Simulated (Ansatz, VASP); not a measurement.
# Al3GaN4 in VASP and in Ansatz

```
Al Ga N
1.0
     4.22013    0.00000    0.00000
     0.00000    4.22013    0.00000
     0.00000    0.00000    5.06247
Al Ga N
3 1 4
Direct
  0.50000 0.50000 0.00000
  0.50000 0.00000 0.50000
  0.00000 0.50000 0.50000
  0.00000 0.00000 0.00000
  0.74471 0.74471 0.25529
  0.74471 0.25529 0.74471
  0.25529 0.74471 0.74471
  0.25529 0.25529 0.25529
```

Alike in both runs: task single point; functional PBEsol; k mesh 6 × 6 × 6; occupations gaussian, width 0.05 eV; no spin polarisation.

|  | VASP | Ansatz |
| --- | --- | --- |
| version | VASP 6.6.1 | Ansatz 0.2.0 |
| potentials or method | VASP PAW PBE potentials, release 64 (Al, Ga_d, N), cutoff 520 eV | scalar-relativistic, plane waves, PAW |
| valence electrons in the cell | 42 | 42 |

```csv
,VASP,Ansatz,Ansatz less VASP
gap on the k mesh at the Fermi level (eV),2.27,2.26,-0.011
least direct gap on the mesh (eV),2.38,2.37,-0.011
pressure (GPa),-11.0,-10.9,+0.08
"traceless stress, the component that is largest in VASP (GPa)",-24.92,-24.86,+0.060
rms of the force components (eV/Å),0.053,0.053,0.0000
```

VASP's potentials were made for PBE, not for PBEsol. Atom by atom the forces differ by 0.000 eV/Å (rms over components).
